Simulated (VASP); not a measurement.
# AlN (P4/nmm) in VASP: further runs, part 2 of 2

VASP 6.6.1. Earlier steps stand in the parts before.

### 3 Relaxation of cell and atoms, PBE

INCAR

```
  PREC = Accurate
  ENCUT = 600
  EDIFF = 1E-7
  ISMEAR = 0
  SIGMA = 0.1
  LREAL = F
  LASPH = T
  NELM = 100
  ALGO = Normal
  ISIF = 3
  LWAVE = F
  LCHARG = F
  GGA = PE
  IBRION = 2
  NSW = 90
  EDIFFG = -0.04
```

KPOINTS

```
regular mesh
0
Gamma
  6 6 4
```

POSCAR

```
AlN
1.0
    3.3719293400      0.0000000000      0.0000000000
    0.0000000000      3.3719293400      0.0000000000
    0.0000000000      0.0000000000      4.2889663200
Al N
2 2
Direct
    0.0000000000      0.5000000000      0.2385000000
    0.5000000000      0.0000000000      0.7615000000
    0.0000000000      0.0000000000      0.0000000000
    0.5000000000      0.5000000000      0.0000000000
```

Potentials or basis: VASP PAW PBE potentials, release 64 (Al, N).

On the command line:

```
$ cat potpaw_PBE.64/Al/POTCAR potpaw_PBE.64/N/POTCAR > POTCAR
$ mpirun -np 1 vasp_std > vasp.out
```

OUTCAR:

```text
PREC = Accurate
   ENCUT = 600
   EDIFF = 1E-7
   ISMEAR = 0
   LREAL = F
   LASPH = T
   NELM = 100
   ISIF = 3
   GGA = PE
   IBRION = 2
   NSW = 90
   EDIFFG = -0.04

 ion  position               nearest neighbor table
   1  0.000  0.500  0.239-   3 1.97   4 1.97   3 1.97   4 1.97   2 3.14   2 3.14   2 3.14   2 3.14
                             2 3.27   2 3.27   2 3.27   2 3.27
   2  0.500  0.000  0.761-   3 1.97   4 1.97   4 1.97   3 1.97   1 3.14   1 3.14   1 3.14   1 3.14
                             1 3.27   1 3.27   1 3.27   1 3.27
   3  0.000  0.000  0.000-   1 1.97   2 1.97   1 1.97   2 1.97
   4  0.500  0.500  0.000-   1 1.97   2 1.97   2 1.97   1 1.97

  LATTYP: Found a simple tetragonal cell.
 ALAT       =     3.3719293400
 C/A-ratio  =     1.2719620987

  Lattice vectors:

 A1 = (   3.3719293400,   0.0000000000,   0.0000000000)
 A2 = (   0.0000000000,   3.3719293400,   0.0000000000)
 A3 = (   0.0000000000,   0.0000000000,   4.2889663200)

Analysis of symmetry for initial positions (statically):
=====================================================================
 Subroutine PRICEL returns:
 Original cell was already a primitive cell.

 Routine SETGRP: Setting up the symmetry group for a
 simple tetragonal supercell.

 Subroutine GETGRP returns: Found 16 space group operations
 (whereof  8 operations were pure point group operations)
 out of a pool of 16 trial point group operations.

The static configuration has the point symmetry D_2d.
 The point group associated with its full space group is D_4h.

Analysis of symmetry for dynamics (positions and initial velocities):
=====================================================================
 Subroutine PRICEL returns:
 Original cell was already a primitive cell.

 Routine SETGRP: Setting up the symmetry group for a
 simple tetragonal supercell.

 Subroutine GETGRP returns: Found 16 space group operations
 (whereof  8 operations were pure point group operations)
 out of a pool of 16 trial point group operations.

The dynamic configuration has the point symmetry D_2d.
 The point group associated with its full space group is D_4h.

 Subroutine INISYM returns: Found 16 space group operations
 (whereof  8 operations are pure point group operations),
 and found     1 'primitive' translations

----------------------------------------------------------------------------------------

                                     Primitive cell

  volume of cell :      48.7652

  direct lattice vectors                    reciprocal lattice vectors
     3.371929340  0.000000000  0.000000000     0.296566120  0.000000000  0.000000000
     0.000000000  3.371929340  0.000000000     0.000000000  0.296566120  0.000000000
     0.000000000  0.000000000  4.288966320     0.000000000  0.000000000  0.233156412

  length of vectors
     3.371929340  3.371929340  4.288966320     0.296566120  0.296566120  0.233156412

  position of ions in fractional coordinates (direct lattice)
     0.000000000  0.500000000  0.238500000
     0.500000000  0.000000000  0.761500000
     0.000000000  0.000000000  0.000000000
     0.500000000  0.500000000  0.000000000

  ion indices of the primitive-cell ions
   primitive index   ion index
                 1           1
                 2           2
                 3           3
                 4           4

[... 26 lines left out ...]
 Following reciprocal coordinates:
            Coordinates               Weight
  0.000000  0.000000  0.000000      1.000000
  0.166667  0.000000  0.000000      4.000000
  0.333333  0.000000  0.000000      4.000000
  0.500000  0.000000  0.000000      2.000000
  0.166667  0.166667  0.000000      4.000000
  0.333333  0.166667  0.000000      8.000000
[... 16 lines left out ...]
  0.333333  0.000000  0.500000      4.000000
  0.500000  0.000000  0.500000      2.000000
 [... further k-points ...]
   k-points           NKPTS =     30   k-points in BZ     NKDIM =     30   number of bands    NBANDS=     12
   number of dos      NEDOS =    301   number of ions     NIONS =      4
   total plane-waves  NPLWV =  28224
   dimension x,y,z NGX =    28 NGY =   28 NGZ =   36
   dimension x,y,z NGXF=    56 NGYF=   56 NGZF=   72
   ions per type =               2   2
   NGX,Y,Z   is equivalent  to a cutoff of  13.80, 13.80, 13.95 a.u.
   NGXF,Y,Z  is equivalent  to a cutoff of  27.61, 27.61, 27.91 a.u.
 SYSTEM =  unknown system
   PREC   = accura    normal or accurate (medium, high low for compatibility)
   ISTART =      0    job   : 0-new  1-cont  2-samecut
   ICHARG =      2    charge: 1-file 2-atom 10-const
   ISPIN  =      1    spin polarized calculation?
   LNONCOLLINEAR =      F non collinear calculations
   LSORBIT =      F    spin-orbit coupling
   LASPH  =      T    aspherical Exc in radial PAW
   ENCUT  =  600.0 eV  44.10 Ry    6.64 a.u.   6.73  6.73  8.57*2*pi/ulx,y,z
   NELM   =    100;   NELMIN=  2; NELMDL= -5     # of ELM steps
   EDIFF  = 0.1E-06   stopping-criterion for ELM
   LREAL  =      F    real-space projection
   EDIFFG = -.4E-01   stopping-criterion for IOM
   NSW    =     90    number of steps for IOM
   IBRION =      2    ionic relax: 0-MD 1-quasi-New 2-CG
   NFREE  =      1    steps in history (QN), initial steepest desc. (CG)
   ISIF   =      3    stress and relaxation
   ISYM   =      2    0-nonsym 1-usesym 2-fastsym
   POTIM  = 0.5000    time-step for ionic-motion
   TEBEG  =    0.0;   TEEND  =   0.0 temperature during run
   PSTRESS=    0.0 pullay stress
   NELECT =      16.0000    total number of electrons
   NUPDOWN=      -1.0000    fix difference up-down
   EMIN   =  10.00;   EMAX   =-10.00  energy-range for DOS
   EFERMI =   0.00;   METHOD = LEGACY
   ISMEAR =     0;   SIGMA  =   0.10  broadening in eV -4-tet -1-fermi 0-gaus
   EFERMI_NEDOS =   21; number of points for ismear=-14 and -15
   IALGO  =     38    algorithm
   IMIX   =      4    mixing-type and parameters
     AMIX     =   0.40;   BMIX     =  1.00
     AMIX_MAG =   1.60;   BMIX_MAG =  1.00
  volume/ion in A,a.u.               =      12.19        82.27
  Fermi-wavevector in a.u.,A,eV,Ry     =   1.129133  2.133751 17.346619  1.274941
  Thomas-Fermi vector in A             =   2.265825
   LORBIT       =      0    0 simple, 1 ext, 2 COOP (PROOUT), +10 PAW based schemes
   GGA     = PE    functional components
   LHFCALC =     F    Hartree Fock is set to
   AEXX    =    0.0000 exact exchange contribution
   IVDW    =     0    specifies the selected vdW correction
   LEPSILON=     F    determine dielectric tensor
   LRPA    =     F    only Hartree local field effects (RPA)
 conjugate gradient relaxation of ions
 non-spin polarized calculation
 Gauss-broadening in eV      SIGMA  =   0.10
  energy-cutoff  :      600.00
  volume of cell :       48.77
 maximum number of plane-waves:      1658
 NGX is ok and might be reduce to    28
   NGX = 13   NGY = 13   NGZ = 17

--------------------------------------- Ionic step        1  -------------------------------------------

 number of electron      15.9999996 magnetization

 Free energy of the ion-electron system (eV)
  ---------------------------------------------------
  ext. energy  EPLUGINS =         0.00000000
  ---------------------------------------------------
  free energy    TOTEN  =       -23.16124996 eV

  energy without entropy =      -23.14366707  energy(sigma->0) =      -23.15245852

------------------------ aborting loop because EDIFF is reached ----------------------------------------

  FORCE on cell =-STRESS in cart. coord.  units (eV):
  Direction    XX          YY          ZZ          XY          YZ          ZX
  --------------------------------------------------------------------------------------
  -------------------------------------------------------------------------------------
  Total        2.5615060      2.5615060     -1.5770403      0.0000000      0.0000000      0.0000000
  in kB       84.1581926     84.1581926    -51.8136039      0.0000000      0.0000000      0.0000000
  external PRESSURE =      38.8342604 kB  Pullay stress =       0.0000000 kB
[... 824 lines left out ...]
      1     -10.5851      2.00000
      2     -10.5851      2.00000
      3      -0.4631      2.00000
      4      -0.4631      2.00000
      5      -0.2321      2.00000
      6      -0.2321      2.00000
      7       0.8280      2.00000
      8       0.8280      2.00000
      9       8.0303      0.00000
     10       8.0303      0.00000
     11      10.4150      0.00000
     12      10.4150      0.00000

 [... further k-points ...]

[... ionic steps 4 to 24 ...]

--------------------------------------- Ionic step       25  -------------------------------------------

 number of electron      15.9999997 magnetization

------------------------ aborting loop because EDIFF is reached ----------------------------------------
[... 71 lines left out ...]
--------------------------------------- Ionic step       27  -------------------------------------------

 number of electron      16.0000002 magnetization

 Free energy of the ion-electron system (eV)
  ---------------------------------------------------
  ext. energy  EPLUGINS =         0.00000000
  ---------------------------------------------------
  free energy    TOTEN  =       -26.89564989 eV

  energy without entropy =      -26.89564989  energy(sigma->0) =      -26.89564989

 E-fermi :   3.4081     XC(G=0):  -8.0826

 val. band max:        3.0089997813   @ k =   0.0000   0.0000   0.0000
 cond. band min:       3.8214432263   @ k =   0.0000   0.0000   0.0000
 fundamental gap:      0.8124434450
 Fermi energy:         3.4080641079
[... 391 lines left out ...]
  FREE ENERGIE OF THE ION-ELECTRON SYSTEM (eV)
  ---------------------------------------------------
  free  energy   TOTEN  =       -26.8956498906 eV

  energy  without entropy=      -26.8956498906  energy(sigma->0) =      -26.89564989

 reached required accuracy - stopping structural energy minimisation
```

OSZICAR:

```text
N       E                     dE             d eps       ncg     rms          rms(c)
DAV:   1     0.539232827172E+02    0.53923E+02   -0.76655E+03   720   0.132E+03
DAV:   2    -0.237099922125E+02   -0.77633E+02   -0.68098E+02  1008   0.217E+02
DAV:   3    -0.294747924532E+02   -0.57648E+01   -0.56055E+01   872   0.669E+01
DAV:   4    -0.295400318945E+02   -0.65239E-01   -0.65167E-01   912   0.765E+00
[... 294 lines left out ...]
DAV:   5    -0.268956458507E+02    0.24629E-04   -0.15852E-04   812   0.946E-02    0.116E-02
DAV:   6    -0.268956499504E+02   -0.40997E-05   -0.25033E-05   732   0.413E-02    0.299E-03
DAV:   7    -0.268956496999E+02    0.25048E-06   -0.12119E-06   780   0.983E-03    0.784E-04
DAV:   8    -0.268956498877E+02   -0.18781E-06   -0.23701E-07   652   0.332E-03    0.328E-04
DAV:   9    -0.268956498906E+02   -0.29146E-08   -0.88650E-09   380   0.823E-04
  27 F= -.26895650E+02 E0= -.26895650E+02  d E =-.881684E-03
```

Run time: 11 min. Hardware: 1 thread of AMD EPYC 7R13 (Zen 3), shared host; peak memory 0.15 GiB.

What came out:

- Free energy: -26.8956 eV
- Relaxed volume: 16.89 Å³/atom
- Relaxed cell: a = 3.804 Å, b = 3.804 Å, c = 4.669 Å, α = 90.00°, β = 90.00°, γ = 90.00°
- Space group after relaxing (to 0.05 Å): P4/nmm (No. 129)
- Energy gained by relaxing: 933.6 meV/atom
- Ionic steps: 27
- Pressure after relaxing: 0.2 GPa
- Largest force after relaxing: 0.035 eV/Å
- Band gap on the k mesh: 0.81 eV, direct

Forces on the atoms (eV/Å):
```
Al   0.000  0.000  0.035
Al   0.000  0.000 -0.035
N    0.000  0.000  0.000
N    0.000  0.000  0.000
```

The path:
| step | energy change (eV) | largest force (eV/Å) | pressure (GPa) | volume (Å³) |
| --- | --- | --- | --- | --- |
| 1 | 0.0000 | 1.7337 | 3.88 | 48.77 |
| 2 | -0.5154 | 2.1331 | 1.73 | 50.84 |
| 3 | -2.2060 | 2.8605 | -9.79 | 56.88 |
| 4 | 0.2855 | 0.3100 | -31.33 | 67.66 |
| 5 | -2.2156 | 2.4788 | -17.58 | 59.58 |
| 6 | -2.3453 | 2.3126 | -17.76 | 59.49 |
| 7 | -2.5872 | 1.5882 | -18.75 | 59.19 |
| 8 | -2.4680 | 0.5483 | -21.79 | 58.44 |
| 9 | -2.6106 | 1.1585 | -19.80 | 58.94 |
| 10 | -2.9832 | 0.9877 | -15.51 | 56.87 |
| 11 | -3.4452 | 0.5864 | -2.60 | 52.60 |
| 12 | -3.4752 | 0.4295 | 3.86 | 51.04 |
| 13 | -3.4765 | 0.4543 | 2.77 | 51.29 |
| 14 | -3.4877 | 0.4418 | 2.69 | 51.49 |
| 15 | -3.5195 | 0.4048 | 2.42 | 52.10 |
| 16 | -3.5753 | 0.3295 | 1.89 | 53.32 |
| 17 | -3.6562 | 0.1725 | 0.72 | 55.78 |
| 18 | -3.6867 | 0.2352 | -2.25 | 60.78 |
| 19 | -3.6979 | 0.0759 | -1.12 | 59.02 |
| 20 | -3.6665 | 0.1121 | 6.04 | 58.49 |
| 21 | -3.7036 | 0.0893 | 0.80 | 58.88 |
| 22 | -3.7096 | 0.0883 | 0.63 | 59.70 |
| 23 | -3.7222 | 0.0831 | 0.19 | 62.15 |
| 24 | -3.7325 | 0.0645 | -0.54 | 67.07 |
| 25 | -3.7178 | 0.0319 | 3.15 | 67.31 |
| 26 | -3.7335 | 0.0573 | 0.17 | 67.12 |
| 27 | -3.7344 | 0.0350 | 0.18 | 67.55 |

Final structure:
```
Al N
1.0
     3.80358    0.00000    0.00000
     0.00000    3.80358    0.00000
     0.00000    0.00000    4.66895
Al N
2 2
Direct
  0.00000 0.50000 0.99732
  0.50000 0.00000 0.00268
  0.00000 0.00000 0.00000
  0.50000 0.50000 0.00000
```

Caveat: the volume moved by over 15 % at a fixed basis, so the end points are rough.

### 4 Single point, PBE, collinear spin, ferromagnetic start

INCAR

```
SYSTEM = AlN
PREC = Accurate
ENCUT = 520
EDIFF = 1E-6
ISMEAR = 0
SIGMA = 0.1
LREAL = .False.
LASPH = .True.
NELM = 150
ALGO = Normal
ISIF = 2
LWAVE = .False.
LCHARG = .False.
ISPIN = 2
MAGMOM = 0 0 1 1
LORBIT = 11
GGA = PE
NBANDS = 20
```

KPOINTS

```
Automatic mesh
0
Gamma
  6 6 4
  0 0 0
```

POSCAR is that of step 3.

On the command line:

```
$ cat potpaw_PBE.64/Al/POTCAR potpaw_PBE.64/N/POTCAR > POTCAR
$ mpirun -np 1 vasp_std > vasp.out
```

It took 68 s on 1 thread of AMD EPYC 7R13 (Zen 3), shared host; peak memory 0.16 GiB.

It converged, with:

```yaml
Free_energy: -23.1584 eV
Pressure: 4.1 GPa
Largest_force: 1.741 eV/Å
Band_gap_on_the_k_mesh: zero (filled and empty bands overlap)
Net_moment: 0.01 μB per cell
Valence_electrons_inside_the_program's_atomic_spheres: Al 0.73; N 3.71
```

Forces on the atoms (eV/Å):
```
Al   0.000  0.000 -1.741
Al   0.000  0.000  1.741
N    0.000  0.000  0.000
N    0.000  0.000  0.000
```

Stress tensor (GPa, compression positive):
```
 8.61  0.00  0.00
 0.00  8.61  0.00
 0.00  0.00 -4.94
```

Levels at points of the mesh, in eV from the Fermi level:
Spin up:
```tsv
k point	band 4	band 5	band 6	band 7	band 8	band 9	band 10	band 11	band 12	band 13
(0.00, 0.00, 0.00)	-5.59	-5.59	-4.75	-1.74	0.16	0.16	4.31	6.69	6.69	8.13
(0.50, 0.00, 0.00)	-4.25	-3.50	-3.50	-3.34	-3.34	-1.34	-1.34	8.63	8.63	9.20
(0.50, 0.50, 0.00)	-8.04	-3.56	-3.56	1.19	1.19	1.20	1.20	1.48	1.48	6.14
(0.00, 0.00, 0.50)	-5.51	-5.51	-2.12	-0.10	0.16	0.16	4.50	4.86	4.86	5.67
(0.50, 0.00, 0.50)	-5.88	-3.27	-3.27	-3.25	-3.25	1.09	1.09	7.71	7.71	7.87
(0.50, 0.50, 0.50)	-7.81	-4.59	-4.59	-0.52	-0.52	1.20	1.20	4.38	4.38	9.72
```
Spin down:
```csv
k point,band 5,band 6,band 7,band 8,band 9,band 10,band 11,band 12
"(0.00, 0.00, 0.00)",-5.59,-4.74,-1.73,0.16,0.16,4.32,6.70,6.70
"(0.50, 0.00, 0.00)",-3.50,-3.50,-3.34,-3.34,-1.32,-1.32,8.64,8.64
"(0.50, 0.50, 0.00)",-3.56,-3.56,1.19,1.19,1.22,1.22,1.49,1.49
"(0.00, 0.00, 0.50)",-5.51,-2.12,-0.09,0.16,0.16,4.51,4.87,4.87
"(0.50, 0.00, 0.50)",-3.27,-3.27,-3.25,-3.25,1.11,1.11,7.72,7.72
"(0.50, 0.50, 0.50)",-4.58,-4.58,-0.50,-0.50,1.20,1.20,4.40,4.40
```

Caveat: the k points lie up to 0.37 Å⁻¹ apart; forces of over 1 eV/Å act on the atoms, so gaps and moduli don't describe the material at rest.

### 5 Overview

```tsv
task	spin	cell	cutoff (eV)	gap on the mesh (eV)	pressure (GPa)	largest force (eV/Å)
single point	off	as given	520	none	3.9	1.73
relaxation of cell and atoms	off	relaxed	600	0.81	0.2	0.04
single point	collinear, ferromagnetic start	as given	520	none	4.1	1.74
```

Alike in all rows: level PBE; potentials or basis VASP PAW PBE potentials, release 64 (Al, N); k mesh 6 × 6 × 4; smearing gaussian 0.1 eV.

Caveats: some runs use coarse meshes; forces of over 1 eV/Å act on the atoms, so gaps and moduli don't describe the material at rest (some runs); the volume moved by over 15 % at a fixed basis, so the end points are rough (some runs).

Absolute energies hang on the potentials; compare differences alone.
